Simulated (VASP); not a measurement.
# BN (P6_3mc) in VASP: further runs

BN is run at these levels: PBE+D4, PBE; tasks: single point.

Program: VASP 6.6.1. These are calculated values, not measurements. Logs are shortened: lines on timing, memory, paths and dates and some standing lists are left out, and cuts for length are marked.

## 1. The cell of the first run

The structure is hexagonal, space group P6_3mc (No. 186). Conventional cell: a = 2.554 Å, b = 2.554 Å, c = 4.227 Å, α = 90.00°, β = 90.00°, γ = 120.00°. Within 2.1 Å of B (site symmetry 3m) lie 4 N at 1.57 to 1.58 Å. N (site symmetry 3m) has 4 B at 1.57 to 1.58 Å within 2.1 Å.

## 2. Single point, PBE+D4

INCAR

```
PREC     = Accurate       # precision mode
ENCUT    = 600            # plane-wave cutoff, eV
EDIFF    = 1E-6           # SCF threshold, eV
ISMEAR   = 0              # smearing method
SIGMA    = 0.13605693122994 # smearing width, eV
LREAL    = False          # projectors in reciprocal space
LASPH    = True           # aspherical terms in the spheres
NELM     = 120            # most SCF steps
ALGO     = Normal         # electronic algorithm
ISIF     = 2              # what is computed and relaxed
LWAVE    = False          # write WAVECAR
LCHARG   = True           # write CHGCAR
GGA      = PE             # functional
IVDW     = 13             # dispersion correction
LELF     = True           # ELF
LVHAR    = True         
NBANDS   = 16             # bands
GGA_COMPAT= False
```

KPOINTS

```
Automatic mesh
0
Gamma
  6 6 4
```

POSCAR

```
BN
1.0
    2.5539396017      0.0000000000      0.0000000000
   -1.2769698009      2.2117765748      0.0000000000
    0.0000000000      0.0000000000      4.2268550000
B N
2 2
Direct
    0.6666666667      0.3333333333      0.9997240000
    0.3333333333      0.6666666667      0.4997240000
    0.6666666667      0.3333333333      0.6252760000
    0.3333333333      0.6666666667      0.1252760000
```

Potentials or basis: VASP PAW PBE potentials, release 64 (B, N).

The run is started by

```console
cat potpaw_PBE.64/B/POTCAR potpaw_PBE.64/N/POTCAR > POTCAR
mpirun -np 1 vasp_std > vasp.out
```

OUTCAR:

```text
PREC = Accurate
   ENCUT = 600
   EDIFF = 1E-6
   ISMEAR = 0
   LREAL = False
   LASPH = True
   NELM = 120
   ISIF = 2
   GGA = PE
   IVDW = 13

 ion  position               nearest neighbor table
   1  0.667  0.333  1.000-   4 1.57   4 1.57   4 1.57   3 1.58
   2  0.333  0.667  0.500-   3 1.57   3 1.57   3 1.57   4 1.58
   3  0.667  0.333  0.625-   2 1.57   2 1.57   2 1.57   1 1.58
   4  0.333  0.667  0.125-   1 1.57   1 1.57   1 1.57   2 1.58

  LATTYP: Found a hexagonal cell.
 ALAT       =     2.5539396017
 C/A-ratio  =     1.6550332659

  Lattice vectors:

 A1 = (   2.5539396017,   0.0000000000,   0.0000000000)
 A2 = (  -1.2769698009,   2.2117765748,   0.0000000000)
 A3 = (   0.0000000000,   0.0000000000,   4.2268550000)

Analysis of symmetry for initial positions (statically):
=====================================================================
 Subroutine PRICEL returns:
 Original cell was already a primitive cell.

 Routine SETGRP: Setting up the symmetry group for a
 hexagonal supercell.

 Subroutine GETGRP returns: Found 12 space group operations
 (whereof  6 operations were pure point group operations)
 out of a pool of 24 trial point group operations.

The static configuration has the point symmetry C_3v.
 The point group associated with its full space group is C_6v.

Analysis of symmetry for dynamics (positions and initial velocities):
=====================================================================
 Subroutine PRICEL returns:
 Original cell was already a primitive cell.

 Routine SETGRP: Setting up the symmetry group for a
 hexagonal supercell.

 Subroutine GETGRP returns: Found 12 space group operations
 (whereof  6 operations were pure point group operations)
 out of a pool of 24 trial point group operations.

The dynamic configuration has the point symmetry C_3v.
 The point group associated with its full space group is C_6v.

 Subroutine INISYM returns: Found 12 space group operations
 (whereof  6 operations are pure point group operations),
 and found     1 'primitive' translations

----------------------------------------------------------------------------------------

                                     Primitive cell

  volume of cell :      23.8764

  direct lattice vectors                    reciprocal lattice vectors
     2.553939602  0.000000000  0.000000000     0.391551938  0.226062617  0.000000000
    -1.276969801  2.211776575  0.000000000     0.000000000  0.452125233  0.000000000
     0.000000000  0.000000000  4.226855000     0.000000000  0.000000000  0.236582518

  length of vectors
     2.553939602  2.553939602  4.226855000     0.452125233  0.452125233  0.236582518

  position of ions in fractional coordinates (direct lattice)
     0.666666667  0.333333333  0.999724000
     0.333333333  0.666666667  0.499724000
     0.666666667  0.333333333  0.625276000
     0.333333333  0.666666667  0.125276000

  ion indices of the primitive-cell ions
   primitive index   ion index
                 1           1
                 2           2
                 3           3
                 4           4

----------------------------------------------------------------------------------------

 KPOINTS: Automatic mesh

Automatic generation of k-mesh.
 Grid dimensions read from file:
 generate k-points for:    6    6    4

 Generating k-lattice:

  Cartesian coordinates                     Fractional coordinates (reciprocal lattice)
     0.065258656  0.037677103  0.000000000     0.166666667  0.000000000  0.000000000
     0.000000000  0.075354206  0.000000000     0.000000000  0.166666667  0.000000000
     0.000000000  0.000000000  0.059145630     0.000000000  0.000000000  0.250000000

  Length of vectors
     0.075354206  0.075354206  0.059145630

  Shift w.r.t. Gamma in fractional coordinates (k-lattice)
     0.000000000  0.000000000  0.000000000

 Subroutine IBZKPT returns following result:
 ===========================================

 Found     21 irreducible k-points:

 Following reciprocal coordinates:
            Coordinates               Weight
  0.000000  0.000000  0.000000      1.000000
  0.166667  0.000000  0.000000      6.000000
  0.333333  0.000000  0.000000      6.000000
  0.500000  0.000000  0.000000      3.000000
  0.166667  0.166667  0.000000      6.000000
  0.333333  0.166667  0.000000     12.000000
[... 13 lines left out ...]
  0.333333  0.166667  0.500000     12.000000
  0.333333  0.333333  0.500000      2.000000
   k-points           NKPTS =     21   k-points in BZ     NKDIM =     21   number of bands    NBANDS=     16
   number of dos      NEDOS =    301   number of ions     NIONS =      4
   total plane-waves  NPLWV =  14400
   dimension x,y,z NGX =    20 NGY =   20 NGZ =   36
   dimension x,y,z NGXF=    40 NGYF=   40 NGZF=   72
   ions per type =               2   2
   NGX,Y,Z   is equivalent  to a cutoff of  13.02, 13.02, 14.16 a.u.
   NGXF,Y,Z  is equivalent  to a cutoff of  26.04, 26.04, 28.32 a.u.
 SYSTEM =  unknown system
   PREC   = accura    normal or accurate (medium, high low for compatibility)
   ISTART =      0    job   : 0-new  1-cont  2-samecut
   ICHARG =      2    charge: 1-file 2-atom 10-const
   ISPIN  =      1    spin polarized calculation?
   LNONCOLLINEAR =      F non collinear calculations
   LSORBIT =      F    spin-orbit coupling
   LASPH  =      T    aspherical Exc in radial PAW
   ENCUT  =  600.0 eV  44.10 Ry    6.64 a.u.   5.10  5.10  8.44*2*pi/ulx,y,z
   NELM   =    120;   NELMIN=  2; NELMDL= -5     # of ELM steps
   EDIFF  = 0.1E-05   stopping-criterion for ELM
   LREAL  =      F    real-space projection
   EDIFFG = 0.1E-04   stopping-criterion for IOM
   NSW    =      0    number of steps for IOM
   IBRION =     -1    ionic relax: 0-MD 1-quasi-New 2-CG
   NFREE  =      0    steps in history (QN), initial steepest desc. (CG)
   ISIF   =      2    stress and relaxation
   ISYM   =      2    0-nonsym 1-usesym 2-fastsym
   POTIM  = 0.5000    time-step for ionic-motion
   TEBEG  =    0.0;   TEEND  =   0.0 temperature during run
   PSTRESS=    0.0 pullay stress
   NELECT =      16.0000    total number of electrons
   NUPDOWN=      -1.0000    fix difference up-down
   EMIN   =  10.00;   EMAX   =-10.00  energy-range for DOS
   EFERMI =   0.00;   METHOD = LEGACY
   ISMEAR =     0;   SIGMA  =   0.14  broadening in eV -4-tet -1-fermi 0-gaus
   EFERMI_NEDOS =   21; number of points for ismear=-14 and -15
   IALGO  =     38    algorithm
   IMIX   =      4    mixing-type and parameters
     AMIX     =   0.40;   BMIX     =  1.00
     AMIX_MAG =   1.60;   BMIX_MAG =  1.00
  volume/ion in A,a.u.               =       5.97        40.28
  Fermi-wavevector in a.u.,A,eV,Ry     =   1.432600  2.707222 27.923836  2.052344
  Thomas-Fermi vector in A             =   2.552210
   LORBIT       =      0    0 simple, 1 ext, 2 COOP (PROOUT), +10 PAW based schemes
   GGA     = PE    functional components
   LHFCALC =     F    Hartree Fock is set to
   AEXX    =    0.0000 exact exchange contribution
   IVDW    =    13    specifies the selected vdW correction
   LEPSILON=     F    determine dielectric tensor
   LRPA    =     F    only Hartree local field effects (RPA)
 non-spin polarized calculation
 Gauss-broadening in eV      SIGMA  =   0.14
  energy-cutoff  :      600.00
  volume of cell :       23.88
 maximum number of plane-waves:       807
   NGX = 11   NGY = 11   NGZ = 17

 number of electron      16.0000003 magnetization

 Free energy of the ion-electron system (eV)
  ---------------------------------------------------
  ext. energy  EPLUGINS =         0.00000000
  ---------------------------------------------------
  free energy    TOTEN  =       -34.83564478 eV

  energy without entropy =      -34.83564478  energy(sigma->0) =      -34.83564478

 E-fermi :   8.0641     XC(G=0): -12.7608

 val. band max:        7.4333021444   @ k =   0.0000   0.0000   0.0000
 cond. band min:      12.6286438212   @ k =   0.3333   0.3333   0.0000
 fundamental gap:      5.1953416768
 Fermi energy:         8.0641295589

 k-point     1 :       0.0000    0.0000    0.0000
  band No.  band energies     occupation
      1     -12.8564      2.00000
      2      -8.7567      2.00000
      3      -3.3938      2.00000
      4       5.3341      2.00000
      5       5.3341      2.00000
      6       7.1581      2.00000
[... 8 lines left out ...]
     15      19.2545      0.00000
     16      23.5096      0.00000

 k-point     2 :       0.1667    0.0000    0.0000
  band No.  band energies     occupation
      1     -12.2614      2.00000
      2      -8.3132      2.00000
      3      -2.8045      2.00000
      4       2.9918      2.00000
      5       4.3978      2.00000
      6       5.4516      2.00000
[... 8 lines left out ...]
     15      20.8225      0.00000
     16      22.6491      0.00000

 k-point     3 :       0.3333    0.0000    0.0000
  band No.  band energies     occupation
      1     -10.5803      2.00000
      2      -7.3673      2.00000
      3      -1.1716      2.00000
      4      -0.7079      2.00000
      5       1.9378      2.00000
      6       3.0427      2.00000
[... 8 lines left out ...]
     15      23.0725      0.00000
     16      23.7011      0.00000

 k-point     4 :       0.5000    0.0000    0.0000
  band No.  band energies     occupation
      1      -8.8080      2.00000
      2      -7.5336      2.00000
      3      -1.9892      2.00000
      4      -0.3139      2.00000
      5       0.5773      2.00000
      6       2.5017      2.00000
[... 8 lines left out ...]
     15      23.7694      0.00000
     16      25.0850      0.00000
[... 267 lines left out ...]
 k-point    19 :       0.1667    0.1667    0.5000
  band No.  band energies     occupation
      1      -9.7975      2.00000
      2      -9.7975      2.00000
      3       0.8552      2.00000
      4       0.8552      2.00000
      5       3.1687      2.00000
      6       3.1687      2.00000
[... 8 lines left out ...]
     15      22.0790      0.00000
     16      22.0790      0.00000

 k-point    20 :       0.3333    0.1667    0.5000
  band No.  band energies     occupation
      1      -8.1907      2.00000
      2      -8.1907      2.00000
      3      -1.5744      2.00000
      4      -1.5744      2.00000
      5       1.9270      2.00000
      6       1.9270      2.00000
[... 8 lines left out ...]
     15      23.5024      0.00000
     16      23.5024      0.00000

 k-point    21 :       0.3333    0.3333    0.5000
  band No.  band energies     occupation
      1      -7.4672      2.00000
      2      -7.4672      2.00000
      3      -1.3376      2.00000
      4      -1.3376      2.00000
      5      -0.2171      2.00000
      6      -0.2171      2.00000
[... 8 lines left out ...]
     15      23.9388      0.00000
     16      23.9388      0.00000

------------------------ aborting loop because EDIFF is reached ----------------------------------------

  DFT-D4 for vdW energy calculation

  Edisp (eV):   -0.94457

  FORCE on cell =-STRESS in cart. coord.  units (eV):
  Direction    XX          YY          ZZ          XY          YZ          ZX
  --------------------------------------------------------------------------------------
  -------------------------------------------------------------------------------------
  Total      -0.79187    -0.79187    -0.92512     0.00000     0.00000     0.00000
  in kB     -53.13670   -53.13670   -62.07797     0.00000     0.00000     0.00000
  external pressure =      -56.12 kB  Pullay stress =        0.00 kB

 VOLUME and BASIS-vectors are now :
 -----------------------------------------------------------------------------
  energy-cutoff  :      600.00
  volume of cell :       23.88
      direct lattice vectors                 reciprocal lattice vectors
     2.553939602  0.000000000  0.000000000     0.391551938  0.226062617  0.000000000
    -1.276969801  2.211776575  0.000000000     0.000000000  0.452125233  0.000000000
     0.000000000  0.000000000  4.226855000     0.000000000  0.000000000  0.236582518

 POSITION                                       TOTAL-FORCE (eV/Angst)
 -----------------------------------------------------------------------------------
      1.27697      0.73726      4.22569        -0.000000      0.000000      0.021721
     -0.00000      1.47452      2.11226        -0.000000     -0.000000      0.021721
      1.27697      0.73726      2.64295        -0.000000      0.000000     -0.021721
     -0.00000      1.47452      0.52952         0.000000     -0.000000     -0.021721
 -----------------------------------------------------------------------------------
    total drift:                                0.000000      0.000000      0.000223

  FREE ENERGIE OF THE ION-ELECTRON SYSTEM (eV)
  ---------------------------------------------------
  free  energy   TOTEN  =       -35.7802108291 eV

  energy  without entropy=      -35.7802108291  energy(sigma->0) =      -35.78021083
```

Wall time 25 s (1 thread of Intel Xeon 8259CL, shared host); peak memory 0.14 GiB.

What came out:

| Quantity | Value |
| --- | --- |
| Free energy | -35.7802 eV |
| Pressure | -5.6 GPa |
| Largest force | 0.022 eV/Å |
| Band gap on the k mesh | 5.20 eV, indirect (least direct gap 8.25 eV) |
| Dispersion energy per atom | -0.236 eV |

Forces in eV/Å, atoms in the order of the input:
```
B    0.000  0.000  0.022
B    0.000  0.000  0.022
N    0.000  0.000 -0.022
N    0.000  0.000 -0.022
```

Levels at points of the mesh, in eV from the valence-band top:
```tsv
k point	band 6	band 7	band 8	band 9	band 10	band 11
(0.00, 0.00, 0.00)	-0.28	0.00	0.00	8.33	8.33	8.53
(0.50, 0.00, 0.00)	-4.93	-4.37	-2.09	6.68	7.93	10.55
(0.00, 0.00, 0.50)	-1.16	-1.16	-1.16	9.41	9.41	9.87
(0.50, 0.00, 0.50)	-3.73	-3.55	-3.55	6.55	6.55	9.97
```

Caveat: the k points lie up to 0.47 Å⁻¹ apart. A hybrid or GW would open this gap; PBE tends to underestimate it.

## 3. Single point, PBE

This run uses another cell than the first one, of 5.82 Å³/atom, 0.975 times its volume.

INCAR

```
SYSTEM = BN
PREC = Accurate
ENCUT = 600
EDIFF = 1E-6
ISMEAR = 1
SIGMA = 0.061
LREAL = .False.
LASPH = .True.
NELM = 120
ALGO = Normal
ISIF = 2
LWAVE = .False.
LCHARG = .False.
GGA = PE
NBANDS = 16
GGA_COMPAT = .False.
```

KPOINTS

```
regular mesh
0
Gamma
  6 6 4
  0 0 0
```

POSCAR

```
BN
1.0
    2.5324769097      0.0000000000      0.0000000000
   -1.2662384549      2.1931893382      0.0000000000
    0.0000000000      0.0000000000      4.1913335307
B N
2 2
Direct
    0.6666666667      0.3333333333      0.9997240000
    0.3333333333      0.6666666667      0.4997240000
    0.6666666667      0.3333333333      0.6252760000
    0.3333333333      0.6666666667      0.1252760000
```

Potentials or basis: VASP PAW PBE potentials, release 64 (B, N).

The run is started by

```console
cat potpaw_PBE.64/B/POTCAR potpaw_PBE.64/N/POTCAR > POTCAR
mpirun -np 1 vasp_std > vasp.out
```

Wall time 15 s (1 thread of Intel Xeon 8259CL, shared host); peak memory 0.13 GiB.

It converged, with:

```
Free energy            : -34.8158 eV
Pressure               : 9.9 GPa
Band gap on the k mesh : 5.16 eV, indirect (least direct gap 8.39 eV)
```

Stress tensor (GPa, compression positive):
```
10.14  0.00  0.00
 0.00 10.14  0.00
 0.00  0.00  9.35
```

Levels at points of the mesh, in eV from the valence-band top:
```csv
k point,band 4,band 5,band 6,band 7,band 8,band 9,band 10,band 11,band 12,band 13
"(0.00, 0.00, 0.00)",-2.15,-2.15,-0.28,0.00,0.00,8.44,8.44,8.67,9.73,11.02
"(0.50, 0.00, 0.00)",-7.90,-7.00,-5.06,-4.49,-2.15,6.77,8.01,10.68,11.64,13.08
"(0.00, 0.00, 0.50)",-5.79,-1.19,-1.19,-1.19,-1.19,9.64,9.64,10.01,10.01,10.01
"(0.50, 0.00, 0.50)",-10.15,-3.83,-3.83,-3.63,-3.63,6.65,6.65,10.14,10.14,14.43
```

Caveat: the k points lie up to 0.48 Å⁻¹ apart.

## 4. Single point, PBE

INCAR

```
SYSTEM = BN
PREC = Accurate
ENCUT = 600
EDIFF = 1E-6
ISMEAR = -1
SIGMA = 0.2585199978643553
LREAL = .FALSE.
LASPH = .TRUE.
NELM = 120
ALGO = Normal
ISIF = 2
LWAVE = .FALSE.
LCHARG = .FALSE.
GGA = PE
NBANDS = 16
GGA_COMPAT = .FALSE.
```

KPOINTS

```
regular mesh
0
G
  6 6 4
  0 0 0
```

POSCAR

```
BN
1.0
    2.5539396017      0.0000000000      0.0000000000
   -1.2769698009      2.2117765748      0.0000000000
    0.0000000000      0.0000000000      4.2268550000
B N
2 2
Direct
    0.6666666667      0.3333333333      0.9997240000
    0.3333333333      0.6666666667      0.4997240000
    0.6666666667      0.3333333333      0.6252760000
    0.3333333333      0.6666666667      0.1252760000
```

The run is started by

```console
cat potpaw_PBE.64/B/POTCAR potpaw_PBE.64/N/POTCAR > POTCAR
mpirun -np 1 vasp_std > vasp.out
```

It took 16 s on 1 thread of Intel Xeon 8259CL, shared host; peak memory 0.13 GiB.

It converged, with:

| Item | Value |
| --- | --- |
| Free energy | -34.8356 eV |
| Pressure | -0.1 GPa |
| Largest force | 0.019 eV/Å |
| Band gap on the k mesh | 5.20 eV, indirect (least direct gap 8.25 eV) |

Forces in eV/Å, atoms in the order of the input:
```
B    0.000  0.000  0.019
B    0.000  0.000  0.019
N    0.000  0.000 -0.019
N    0.000  0.000 -0.019
```

Stress tensor (GPa, compression positive):
```
 0.23  0.00  0.00
 0.00  0.23  0.00
 0.00  0.00 -0.65
```

Levels at points of the mesh, in eV from the valence-band top:
```tsv
k point	band 5	band 6	band 7	band 8	band 9	band 10	band 11	band 12
(0.00, 0.00, 0.00)	-2.10	-0.28	0.00	0.00	8.33	8.33	8.53	9.42
(0.50, 0.00, 0.00)	-6.86	-4.93	-4.37	-2.09	6.68	7.93	10.55	11.39
(0.00, 0.00, 0.50)	-1.16	-1.16	-1.16	-1.16	9.41	9.41	9.87	9.87
(0.50, 0.00, 0.50)	-3.73	-3.73	-3.55	-3.55	6.55	6.55	9.97	9.97
```

Caveat: the k points lie up to 0.47 Å⁻¹ apart. A k mesh can miss the band edges.

## 5. Single point, PBE

INCAR

```
PREC = Accurate ; ENCUT = 600
EDIFF = 1E-6 ; ISMEAR = -4
SIGMA = 0.1 ; LREAL = F
LASPH = T ; NELM = 120
ALGO = Normal ; ISIF = 2
LWAVE = F ; LCHARG = F
GGA = PE ; NBANDS = 16
GGA_COMPAT = F
```

KPOINTS

```
regular mesh
0
Gamma
  6 6 4
```

POSCAR is that of step 4.

The run is started by

```console
cat potpaw_PBE.64/B/POTCAR potpaw_PBE.64/N/POTCAR > POTCAR
mpirun -np 1 vasp_std > vasp.out
```

Wall time 16 s (1 thread of Intel Xeon 8259CL, shared host); peak memory 0.14 GiB.

The run converged. Its results:

| Item | Value |
| --- | --- |
| Free energy | -34.8356 eV |
| Pressure | -0.1 GPa |
| Largest force | 0.019 eV/Å |
| Band gap on the k mesh | 5.20 eV, indirect (least direct gap 8.25 eV) |

Forces in eV/Å, atoms in the order of the input:
```
B    0.000  0.000  0.019
B    0.000  0.000  0.019
N    0.000  0.000 -0.019
N    0.000  0.000 -0.019
```

Stress tensor (GPa, compression positive):
```
 0.23  0.00  0.00
 0.00  0.23  0.00
 0.00  0.00 -0.65
```

Levels at points of the mesh, in eV from the valence-band top:
```
           k point  band 6  band 7  band 8  band 9  band 10  band 11
(0.00, 0.00, 0.00)   -0.28    0.00    0.00    8.33     8.33     8.53
(0.50, 0.00, 0.00)   -4.93   -4.37   -2.09    6.68     7.93    10.55
(0.00, 0.00, 0.50)   -1.16   -1.16   -1.16    9.41     9.41     9.87
(0.50, 0.00, 0.50)   -3.73   -3.55   -3.55    6.55     6.55     9.97
```

Caveat: the k points lie up to 0.47 Å⁻¹ apart. A k mesh can miss the band edges.

## 6. Summary

| level | cell | smearing | gap on the mesh (eV) | pressure (GPa) | largest force (eV/Å) |
| --- | --- | --- | --- | --- | --- |
| PBE+D4 | a = 2.554, b = 2.554, c = 4.227 Å, angles 90.0, 90.0, 120.0°, 4 atoms | gaussian 0.136057 eV | 5.20 | -5.6 | 0.02 |
| PBE | a = 2.532, b = 2.532, c = 4.191 Å, angles 90.0, 90.0, 120.0°, 4 atoms | methfessel-paxton 0.061 eV | 5.16 | 9.9 | - |
| PBE | a = 2.554, b = 2.554, c = 4.227 Å, angles 90.0, 90.0, 120.0°, 4 atoms | fermi-dirac 0.25852 eV | 5.20 | -0.1 | 0.02 |
| PBE | a = 2.554, b = 2.554, c = 4.227 Å, angles 90.0, 90.0, 120.0°, 4 atoms | tetrahedron | 5.20 | -0.1 | 0.02 |

Alike in all rows: task single point; potentials or basis VASP PAW PBE potentials, release 64 (B, N); no spin polarisation; k mesh 6 × 6 × 4; cutoff (eV) 600.

Caveats: all runs use coarse meshes.

Absolute energies hang on the potentials; compare differences alone.
